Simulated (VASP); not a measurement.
# ScAl (Cmcm) in VASP: single point with r2SCAN

Aim: the single point of ScAl with r2SCAN.

All numbers are computed with VASP 6.6.1; they aren't measurements. Logs are shortened: lines on timing, memory, paths and dates and some standing lists are left out, and cuts for length are marked.

## Step 1: The cell of the first run

The structure is orthorhombic, space group Cmcm (No. 63). The conventional cell has a = 3.368 Å, b = 11.037 Å, c = 4.341 Å, α = 90.00°, β = 90.00°, γ = 90.00°. Within 3.8 Å of Sc (site symmetry m2m) lie 7 Al at 2.92 to 3.05 Å and 6 Sc at 3.37 to 3.39 Å. Al (site symmetry m2m) has 4 Al at 2.66 to 3.37 Å and 7 Sc at 2.92 to 3.05 Å within 3.5 Å.

## Step 2: Single point, r2SCAN

POSCAR

```
ScAl
1.0
   -3.3680407196      0.0000000000      0.0000000000
    0.0000000000      0.0000000000     -4.3405568767
    0.0000000000    -11.0374270824      0.0000000000
Sc Al
4 4
Direct
    0.0000000000      0.7500000000      0.8396910069
    0.5000000000      0.7500000000      0.3396910069
    0.0000000000      0.2500000000      0.1603089931
    0.5000000000      0.2500000000      0.6603089931
    0.0000000000      0.7500000000      0.5698180664
    0.5000000000      0.7500000000      0.0698180664
    0.0000000000      0.2500000000      0.4301819336
    0.5000000000      0.2500000000      0.9301819336
```

INCAR.step1

```
PREC     = Accurate       # precision mode
ENCUT    = 520            # plane-wave cutoff, eV
ISMEAR   = 0              # smearing method
SIGMA    = 0.15           # smearing width, eV
LREAL    = F              # projectors in reciprocal space
LASPH    = T              # aspherical terms in the spheres
NELM     = 80             # most SCF steps
NBANDS   = 38             # bands
GGA      = PE             # functional
ALGO     = Normal         # electronic algorithm
EDIFF    = 1E-4           # SCF threshold, eV
LWAVE    = T              # write WAVECAR
LCHARG   = F              # write CHGCAR
KPAR     = 4
```

INCAR.step2

```
PREC     = Accurate       # precision mode
ENCUT    = 520            # plane-wave cutoff, eV
EDIFF    = 1E-7           # SCF threshold, eV
ISMEAR   = 0              # smearing method
SIGMA    = 0.15           # smearing width, eV
LREAL    = F              # projectors in reciprocal space
LASPH    = T              # aspherical terms in the spheres
NELM     = 80             # most SCF steps
ALGO     = Normal         # electronic algorithm
ISIF     = 2              # what is computed and relaxed
LWAVE    = F              # write WAVECAR
LCHARG   = T              # write CHGCAR
METAGGA  = R2SCAN         # meta-GGA
LMIXTAU  = T            
LVHAR    = T            
NBANDS   = 38             # bands
ISTART   = 1            
KPAR     = 4
```

KPOINTS

```
Automatic mesh
0
Gamma
  14 11 5
```

Potentials or basis: VASP PAW PBE potentials, release 64 (Sc_sv, Al).

Run with:

```bash
cat potpaw_PBE.64/Sc_sv/POTCAR potpaw_PBE.64/Al/POTCAR > POTCAR
cp INCAR.step1 INCAR
mpirun -np 4 vasp_std > vasp.out
cp INCAR.step2 INCAR
mpirun -np 4 vasp_std > vasp.out
```

OUTCAR:

```text
PREC = Accurate
   ENCUT = 520
   EDIFF = 1E-7
   ISMEAR = 0
   LREAL = F
   LASPH = T
   NELM = 80
   ISIF = 2
   METAGGA = R2SCAN
   ISTART = 1

 ion  position               nearest neighbor table
   1  0.000  0.750  0.840-   8 2.92   8 2.92   8 2.92   8 2.92   5 2.98   6 3.05   6 3.05   4 3.39
                             4 3.39   4 3.39   4 3.39
   2  0.500  0.750  0.340-   7 2.92   7 2.92   7 2.92   7 2.92   6 2.98   5 3.05   5 3.05   3 3.39
                             3 3.39   3 3.39   3 3.39
   3  0.000  0.250  0.160-   6 2.92   6 2.92   6 2.92   6 2.92   7 2.98   8 3.05   8 3.05   2 3.39
                             2 3.39   2 3.39   2 3.39
   4  0.500  0.250  0.660-   5 2.92   5 2.92   5 2.92   5 2.92   8 2.98   7 3.05   7 3.05   1 3.39
                             1 3.39   1 3.39   1 3.39
   5  0.000  0.750  0.570-   7 2.66   7 2.66   4 2.92   4 2.92   4 2.92   4 2.92   1 2.98   2 3.05
                             2 3.05
   6  0.500  0.750  0.070-   8 2.66   8 2.66   3 2.92   3 2.92   3 2.92   3 2.92   2 2.98   1 3.05
                             1 3.05
   7  0.000  0.250  0.430-   5 2.66   5 2.66   2 2.92   2 2.92   2 2.92   2 2.92   3 2.98   4 3.05
                             4 3.05
   8  0.500  0.250  0.930-   6 2.66   6 2.66   1 2.92   1 2.92   1 2.92   1 2.92   4 2.98   3 3.05
                             3 3.05

  LATTYP: Found a simple orthorhombic cell.
 ALAT       =     3.3680407196
 B/A-ratio  =     1.2887483371
 C/A-ratio  =     3.2771061876

  Lattice vectors:

 A1 = (  -3.3680407196,   0.0000000000,   0.0000000000)
 A2 = (   0.0000000000,   0.0000000000,  -4.3405568767)
 A3 = (   0.0000000000, -11.0374270824,   0.0000000000)

Analysis of symmetry for initial positions (statically):
=====================================================================
 Subroutine PRICEL returns following result:

  LATTYP: Found a base centered orthorhombic cell.
 ALAT       =     3.3680407196
 B/A-ratio  =     3.2771061876
 C/A-ratio  =     1.2887483371

  Lattice vectors:

 A1 = (  -1.6840203598,  -5.5187135412,   0.0000000000)
 A2 = (  -1.6840203598,   5.5187135412,   0.0000000000)
 A3 = (   0.0000000000,   0.0000000000,  -4.3405568767)

   2 primitive cells build up your supercell.

 Routine SETGRP: Setting up the symmetry group for a
 simple orthorhombic supercell.

 Subroutine GETGRP returns: Found  8 space group operations
 (whereof  4 operations were pure point group operations)
 out of a pool of  8 trial point group operations.

The static configuration has the point symmetry C_2h.
 The point group associated with its full space group is D_2h.

Analysis of symmetry for dynamics (positions and initial velocities):
=====================================================================
 Subroutine PRICEL returns following result:

  LATTYP: Found a base centered orthorhombic cell.
 ALAT       =     3.3680407196
 B/A-ratio  =     3.2771061876
 C/A-ratio  =     1.2887483371

  Lattice vectors:

 A1 = (  -1.6840203598,  -5.5187135412,   0.0000000000)
 A2 = (  -1.6840203598,   5.5187135412,   0.0000000000)
 A3 = (   0.0000000000,   0.0000000000,  -4.3405568767)

   2 primitive cells build up your supercell.

 Routine SETGRP: Setting up the symmetry group for a
 simple orthorhombic supercell.

 Subroutine GETGRP returns: Found  8 space group operations
 (whereof  4 operations were pure point group operations)
 out of a pool of  8 trial point group operations.

The dynamic configuration has the point symmetry C_2h.
 The point group associated with its full space group is D_2h.

 Subroutine INISYM returns: Found  8 space group operations
 (whereof  4 operations are pure point group operations),
 and found     2 'primitive' translations

----------------------------------------------------------------------------------------

                                     Primitive cell

  volume of cell :      80.6790

  direct lattice vectors                    reciprocal lattice vectors
    -1.684020360 -5.518713541  0.000000000    -0.296908524 -0.090600825  0.000000000
    -1.684020360  5.518713541  0.000000000    -0.296908524  0.090600825  0.000000000
     0.000000000  0.000000000 -4.340556877     0.000000000  0.000000000 -0.230385185

  length of vectors
     5.769932731  5.769932731  4.340556877     0.310424196  0.310424196  0.230385185

  position of ions in fractional coordinates (direct lattice)
     0.839691007  0.160308993  0.750000000
     0.160308993  0.839691007  0.250000000
     0.569818066  0.430181934  0.750000000
     0.430181934  0.569818066  0.250000000

  ion indices of the primitive-cell ions
   primitive index   ion index
                 1           1
                 2           3
                 3           5
                 4           7

----------------------------------------------------------------------------------------

 KPOINTS: Automatic mesh

Automatic generation of k-mesh.
 Grid dimensions read from file:
 generate k-points for:   14   11    5

 Generating k-lattice:

  Cartesian coordinates                     Fractional coordinates (reciprocal lattice)
    -0.021207752  0.000000000  0.000000000     0.071428571  0.000000000  0.000000000
     0.000000000  0.000000000 -0.020944108     0.000000000  0.090909091  0.000000000
     0.000000000 -0.018120165  0.000000000     0.000000000  0.000000000  0.200000000

  Length of vectors
     0.021207752  0.020944108  0.018120165

  Shift w.r.t. Gamma in fractional coordinates (k-lattice)
     0.000000000  0.000000000  0.000000000

 Subroutine IBZKPT returns following result:
 ===========================================

 Found    144 irreducible k-points:

 Following reciprocal coordinates:
            Coordinates               Weight
  0.000000  0.000000  0.000000      1.000000
  0.071429  0.000000  0.000000      2.000000
  0.142857  0.000000  0.000000      2.000000
  0.214286  0.000000  0.000000      2.000000
  0.285714  0.000000  0.000000      2.000000
  0.357143  0.000000  0.000000      2.000000
[... 16 lines left out ...]
  0.428571  0.181818  0.000000      4.000000
  0.500000  0.181818  0.000000      2.000000
 [... further k-points ...]
   k-points           NKPTS =    144   k-points in BZ     NKDIM =    144   number of bands    NBANDS=     38
   number of dos      NEDOS =    301   number of ions     NIONS =      8
   total plane-waves  NPLWV =  75264
   dimension x,y,z NGX =    28 NGY =   32 NGZ =   84
   dimension x,y,z NGXF=    56 NGYF=   64 NGZF=  168
   ions per type =               4   4
   NGX,Y,Z   is equivalent  to a cutoff of  13.82, 12.26, 12.65 a.u.
   NGXF,Y,Z  is equivalent  to a cutoff of  27.64, 24.51, 25.30 a.u.
 SYSTEM =  unknown system
   PREC   = accura    normal or accurate (medium, high low for compatibility)
   ISTART =      1    job   : 0-new  1-cont  2-samecut
   ICHARG =      0    charge: 1-file 2-atom 10-const
   ISPIN  =      1    spin polarized calculation?
   LNONCOLLINEAR =      F non collinear calculations
   LSORBIT =      F    spin-orbit coupling
   LASPH  =      T    aspherical Exc in radial PAW
   ENCUT  =  520.0 eV  38.22 Ry    6.18 a.u.   6.26  8.07 20.52*2*pi/ulx,y,z
   NELM   =     80;   NELMIN=  2; NELMDL=  0     # of ELM steps
   EDIFF  = 0.1E-06   stopping-criterion for ELM
   LREAL  =      F    real-space projection
   EDIFFG = 0.1E-05   stopping-criterion for IOM
   NSW    =      0    number of steps for IOM
   IBRION =     -1    ionic relax: 0-MD 1-quasi-New 2-CG
   NFREE  =      0    steps in history (QN), initial steepest desc. (CG)
   ISIF   =      2    stress and relaxation
   ISYM   =      2    0-nonsym 1-usesym 2-fastsym
   POTIM  = 0.5000    time-step for ionic-motion
   TEBEG  =    0.0;   TEEND  =   0.0 temperature during run
   PSTRESS=    0.0 pullay stress
   NELECT =      56.0000    total number of electrons
   NUPDOWN=      -1.0000    fix difference up-down
   EMIN   =  10.00;   EMAX   =-10.00  energy-range for DOS
   EFERMI =   0.00;   METHOD = LEGACY
   ISMEAR =     0;   SIGMA  =   0.15  broadening in eV -4-tet -1-fermi 0-gaus
   EFERMI_NEDOS =   21; number of points for ismear=-14 and -15
   IALGO  =     38    algorithm
   IMIX   =      4    mixing-type and parameters
     AMIX     =   0.40;   BMIX     =  1.00
     AMIX_MAG =   1.60;   BMIX_MAG =  1.00
  volume/ion in A,a.u.               =      20.17       136.11
  Fermi-wavevector in a.u.,A,eV,Ry     =   1.150466  2.174066 18.008305  1.323573
  Thomas-Fermi vector in A             =   2.287130
   LORBIT       =      0    0 simple, 1 ext, 2 COOP (PROOUT), +10 PAW based schemes
   METAGGA = R2SCAN    functional components
   LHFCALC =     F    Hartree Fock is set to
   AEXX    =    0.0000 exact exchange contribution
   IVDW    =     0    specifies the selected vdW correction
   LEPSILON=     F    determine dielectric tensor
   LRPA    =     F    only Hartree local field effects (RPA)
 non-spin polarized calculation
 Gauss-broadening in eV      SIGMA  =   0.15
  energy-cutoff  :      520.00
  volume of cell :      161.36
 maximum number of plane-waves:      4372
 NGX is ok and might be reduce to    28
   NGX = 13   NGY = 17   NGZ = 41

 number of electron      56.0000005 magnetization

 Free energy of the ion-electron system (eV)
  ---------------------------------------------------
  ext. energy  EPLUGINS =         0.00000000
  ---------------------------------------------------
  free energy    TOTEN  =       -75.99063959 eV

  energy without entropy =      -75.89090221  energy(sigma->0) =      -75.94077090

 E-fermi :   5.3214     XC(G=0): -10.7838

 val. band max:        5.3206659468   @ k =   0.5000   0.3636   0.2000
 cond. band min:       5.3235442030   @ k =   0.3571   0.3636   0.0000
 fundamental gap:      0.0028782562
 Fermi energy:         5.3214301629

 k-point     1 :       0.0000    0.0000    0.0000
  band No.  band energies     occupation
      1     -46.1655      2.00000
      2     -46.1645      2.00000
      3     -46.1393      2.00000
      4     -46.1383      2.00000
      5     -23.9058      2.00000
      6     -23.9008      2.00000
[... 30 lines left out ...]
     37       7.7154      0.00000
     38       7.9274      0.00000

 k-point     2 :       0.0714    0.0000    0.0000
  band No.  band energies     occupation
      1     -46.1644      2.00000
      2     -46.1634      2.00000
      3     -46.1389      2.00000
      4     -46.1379      2.00000
      5     -23.9035      2.00000
      6     -23.8985      2.00000
[... 30 lines left out ...]
     37       7.8351      0.00000
     38       7.9199      0.00000
[... 859 lines left out ...]
     37       8.2880      0.00000
     38       8.4270      0.00000

 k-point    24 :       0.5000    0.1818    0.0000
  band No.  band energies     occupation
      1     -46.1375      2.00000
      2     -46.1375      2.00000
      3     -46.1368      2.00000
      4     -46.1368      2.00000
      5     -23.9009      2.00000
      6     -23.9009      2.00000
[... 30 lines left out ...]
     37       8.3533      0.00000
     38       8.3533      0.00000

 [... further k-points ...]

------------------------ aborting loop because EDIFF is reached ----------------------------------------

  FORCE on cell =-STRESS in cart. coord.  units (eV):
  Direction    XX          YY          ZZ          XY          YZ          ZX
  --------------------------------------------------------------------------------------
  -------------------------------------------------------------------------------------
  Total        0.0949402      0.2073487      0.0854231      0.0000000      0.0000000      0.0000000
  in kB        0.9426924      2.0588336      0.8481946      0.0000000      0.0000000      0.0000000
  external PRESSURE =       1.2832402 kB  Pullay stress =       0.0000000 kB

 VOLUME and BASIS-vectors are now :
 -----------------------------------------------------------------------------
  energy-cutoff  :      520.00
  volume of cell :      161.36
      direct lattice vectors                 reciprocal lattice vectors
    -3.368040720  0.000000000  0.000000000    -0.296908524  0.000000000  0.000000000
     0.000000000  0.000000000 -4.340556877     0.000000000  0.000000000 -0.230385185
     0.000000000-11.037427082  0.000000000     0.000000000 -0.090600825  0.000000000

 POSITION                                       TOTAL-FORCE (eV/Angst)
 -----------------------------------------------------------------------------------
      0.00000     -9.26803     -3.25542        -0.000000      0.002695      0.000000
     -1.68402     -3.74931     -3.25542         0.000000      0.002695      0.000000
      0.00000     -1.76940     -1.08514         0.000000     -0.002695     -0.000000
     -1.68402     -7.28811     -1.08514         0.000000     -0.002695      0.000000
      0.00000     -6.28933     -3.25542         0.000000      0.010782     -0.000000
     -1.68402     -0.77061     -3.25542         0.000000      0.010782      0.000000
      0.00000     -4.74810     -1.08514         0.000000     -0.010782     -0.000000
     -1.68402    -10.26682     -1.08514         0.000000     -0.010782     -0.000000
 -----------------------------------------------------------------------------------
    total drift:                               -0.000000     -0.000000     -0.000000

  FREE ENERGIE OF THE ION-ELECTRON SYSTEM (eV)
  ---------------------------------------------------
  free  energy   TOTEN  =       -75.9906395877 eV

  energy  without entropy=      -75.8909022099  energy(sigma->0) =      -75.94077090
```

It took 6.7 min on 4 MPI ranks of Intel Xeon 6975P-C (Granite Rapids), shared host; peak memory 0.77 GiB.

What came out:

```
Free energy            : -75.9906 eV
Pressure               : 0.1 GPa
Largest force          : 0.011 eV/Å
Band gap on the k mesh : zero (bands 28 and 29 overlap by 1.80 eV)
```

Forces in eV/Å, atoms in the order of the input:
```
Sc   0.000  0.003  0.000
Sc   0.000  0.003  0.000
Sc   0.000 -0.003  0.000
Sc   0.000 -0.003  0.000
Al   0.000  0.011  0.000
Al   0.000  0.011  0.000
Al   0.000 -0.011  0.000
Al   0.000 -0.011  0.000
```

Levels at points of the mesh, in eV from the Fermi level:
| k point | band 24 | band 25 | band 26 | band 27 | band 28 | band 29 | band 30 | band 31 | band 32 | band 33 |
| --- | --- | --- | --- | --- | --- | --- | --- | --- | --- | --- |
| (0.00, 0.00, 0.00) | -1.51 | -1.09 | -0.42 | -0.32 | 0.74 | 1.14 | 1.17 | 1.87 | 1.88 | 1.96 |
| (0.50, 0.00, 0.00) | -1.52 | -1.24 | -1.24 | -0.43 | -0.43 | -0.09 | -0.09 | 0.88 | 0.88 | 0.91 |

Caveat: the PAW data sets were made with another functional, which shifts forces and pressure a little.
